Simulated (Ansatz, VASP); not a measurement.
## Two plane-wave programs on AlAs

```
Al As
1.0
     0.00000    2.81438    2.81438
     2.81438    0.00000    2.81438
     2.81438    2.81438    0.00000
Al As
1 1
Direct
  0.00000 0.00000 0.00000
  0.25000 0.25000 0.25000
```

Alike in both runs: functional LDA; k mesh 8 × 8 × 8; occupations gaussian, width 0.02 eV; no spin polarisation.

Ansatz relaxed the structure, and its values are those at the end. VASP's run is a single point on that final structure, the one shown.

```csv
,VASP,Ansatz
version,VASP 6.6.1,Ansatz 0.2.0
potentials or method,"VASP PAW LDA potentials, release 64 (Al, As), cutoff 500 eV","scalar-relativistic, plane waves, PAW"
valence electrons in the cell,8,18
```

```tsv
	VASP	Ansatz	Ansatz less VASP
gap on the k mesh at the Fermi level (eV)	1.31	1.32	+0.014
least direct gap on the mesh (eV)	2.02	1.98	-0.034
pressure (GPa)	0.4	0.0	-0.36
```

Ansatz warns that its potentials were made for another functional, while VASP's fit it. LDA's correlation is that of Perdew and Zunger in VASP and of Perdew and Wang (1992) in Ansatz. VASP's potentials hold 8 valence electrons a cell and Ansatz's 18, so a difference there can come from the potentials and not from the codes.
